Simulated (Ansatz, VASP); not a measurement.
**Two plane-wave programs on Al**

Contents of INCAR:

```
SYSTEM = Al
ALGO = Fast
EDIFF = 1E-7
ENCUT = 520
GGA = PE
ISIF = 2
ISMEAR = 0
LASPH = .TRUE.
LCHARG = .FALSE.
LREAL = .FALSE.
LWAVE = .FALSE.
NBANDS = 10
NELM = 100
PREC = Accurate
SIGMA = 0.15
```

KPOINTS

```
k-points
0
G
  20 20 12
  0 0 0
```

The input POSCAR:

```
Al
1.0
   -1.5959973539      1.5959973539      1.6175102401
    1.5959973539     -1.5959973539      1.6175102401
    3.1919947077      3.1919947077      0.0000000000
Al
2
Direct
    0.0586228248     -0.0586228248      0.0000000000
    0.4413771752      0.5586228248      0.5000000000
```

Input for Ansatz:

```yaml
crystal:
  lattice:
    - [-1.5959973539, 1.5959973539, 1.6175102401]
    - [1.5959973539, -1.5959973539, 1.6175102401]
    - [3.1919947077, 3.1919947077, 0.0]
  atoms:
    - { symbol: Al, position: [0.0586228248, -0.0586228248, 0.0] }
    - { symbol: Al, position: [0.4413771752, 0.5586228248, 0.5] }
basis:
  ecutwfc: 420
kpoints:
  mp_grid: { grid: [20, 20, 12] }
hamiltonian:
  xc: pbe
scf:
  occupations: { method: gaussian, width: 0.15 }
output:
  forces: true
  stress: true
  eigenvalues: true
```

Change from the starting cell: mode 1 frozen in at -0.268 Å, equal normal strain along x and y -0.0133.

Alike in both runs: task single point; functional PBE; k mesh 20 × 20 × 12; occupations gaussian, width 0.15 eV; no spin polarisation.

|  | VASP | Ansatz |
| --- | --- | --- |
| version | VASP 6.6.1 | Ansatz 0.2.0 |
| potentials or method | VASP PAW PBE potentials, release 64 (Al), cutoff 520 eV | scalar-relativistic, plane waves, PAW |
| valence electrons in the cell | 6 | 6 |

|  | VASP | Ansatz | Ansatz less VASP |
| --- | --- | --- | --- |
| gap on the k mesh at the Fermi level (eV) | none | none | - |
| pressure (GPa) | 2.1 | 2.2 | +0.03 |
| traceless stress, the component that is largest in VASP (GPa) | -1.40 | -1.41 | -0.014 |
| rms of the force components (eV/Å) | 0.030 | 0.029 | -0.0007 |

Atom by atom the forces differ by 0.001 eV/Å (rms over components). A gap of «none» marks a metal or a gap that the smearing closes. With one functional, cell and mesh, what is left measures potentials, basis and numerics.
